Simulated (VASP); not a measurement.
A run of VASP 6.6.1:

INCAR

```
SYSTEM = AlN
PREC = Accurate ; ENCUT = 520
EDIFF = 1E-7 ; ISMEAR = -1
SIGMA = 0.05 ; LREAL = .False.
LASPH = .True. ; NELM = 100
ALGO = Normal ; ISIF = 2
LWAVE = .False. ; LCHARG = .False.
GGA = PS ; NBANDS = 16
```

The input KPOINTS:

```
regular mesh
0
Gamma
  10 10 6
  0 0 0
```

Contents of POSCAR:

```
AlN
1.0
    3.1137912362      0.0000000000      0.0000000000
   -1.5568956181      2.6966223126      0.0000000000
    0.0000000000      0.0000000000      4.9834288579
Al N
2 2
Direct
    0.6666666667      0.3333333333      0.4990046855
    0.3333333333      0.6666666667     -0.0009953145
    0.6666666667      0.3333333333      0.8809953145
    0.3333333333      0.6666666667      0.3809953145
```

Potentials or basis: VASP PAW PBE potentials, release 64 (Al, N).

Run with:

```sh
$ cat potpaw_PBE.64/Al/POTCAR potpaw_PBE.64/N/POTCAR > POTCAR
$ mpirun -np 1 vasp_std > vasp.out
```

Hardware: 1 thread of Intel Xeon 8259CL, with other jobs on the host.

Problem. How long does it take, and how much memory?

Solution. It took 50 s on 1 thread of Intel Xeon 8259CL, with other jobs on the host, peak memory 0.17 GiB. Counts: scf iterations 14, k points 56.
